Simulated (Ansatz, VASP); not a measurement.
One calculation of P, two programs

File INCAR:

```
SYSTEM = P
  ALGO = Normal
  EDIFF = 1E-6
  ENCUT = 520
  GGA = PS
  ISIF = 2
  ISMEAR = 0
  LASPH = .True.
  LCHARG = .False.
  LREAL = .False.
  LWAVE = .False.
  NBANDS = 18
  NELM = 60
  PREC = Accurate
  SIGMA = 0.05
```

File KPOINTS:

```
k-points
0
Gamma
  8 1 6
  0 0 0
```

POSCAR

```
P
1.0
    3.2843671017      0.0000000000      0.0000000000
    0.0000000000     34.8747470704      0.0000000000
    0.0000000000      0.0000000000      4.5922019317
P
4
Direct
    0.0000000000      0.9696876236      0.5826201292
    0.0000000000      0.0303123764      0.4173798708
    0.5000000000      0.0303123764      0.0826201292
    0.5000000000      0.9696876236      0.9173798708
```

Input for Ansatz:

```yaml
crystal:
  lattice:
    - [3.2843671017, 0.0, 0.0]
    - [0.0, 34.8747470704, 0.0]
    - [0.0, 0.0, 4.5922019317]
  atoms:
    - { symbol: P, position: [0.0, 0.9696876236, 0.5826201292] }
    - { symbol: P, position: [0.0, 0.0303123764, 0.4173798708] }
    - { symbol: P, position: [0.5, 0.0303123764, 0.0826201292] }
    - { symbol: P, position: [0.5, 0.9696876236, 0.9173798708] }
basis:
  ecutwfc: 420
kpoints:
  mp_grid: { grid: [8, 1, 6] }
hamiltonian:
  xc: pbesol
scf:
  occupations: { method: gaussian, width: 0.05 }
output:
  forces: true
  stress: true
  eigenvalues: true
```

Change from the starting cell: strain +0.0350 x Voigt [0, 0, 1, 0, 0, 0], atoms carried along.

Alike in both runs: task single point; functional PBEsol; k mesh 8 × 1 × 6; occupations gaussian, width 0.05 eV; no spin polarisation.

|  | VASP | Ansatz |
| --- | --- | --- |
| version | VASP 6.6.1 | Ansatz 0.2.0 |
| potentials or method | VASP PAW PBE potentials, release 64 (P), cutoff 520 eV | scalar-relativistic, plane waves, PAW |
| valence electrons in the cell | 20 | 20 |

|  | VASP | Ansatz | Ansatz less VASP |
| --- | --- | --- | --- |
| gap on the k mesh at the Fermi level (eV) | 0.97 | 0.96 | -0.018 |
| least direct gap on the mesh (eV) | 0.97 | 0.96 | -0.018 |
| rms of the force components (eV/Å) | 0.295 | 0.286 | -0.0086 |

VASP's potentials were made for PBE, not for PBEsol. Atom by atom the forces differ by 0.013 eV/Å (rms over components).
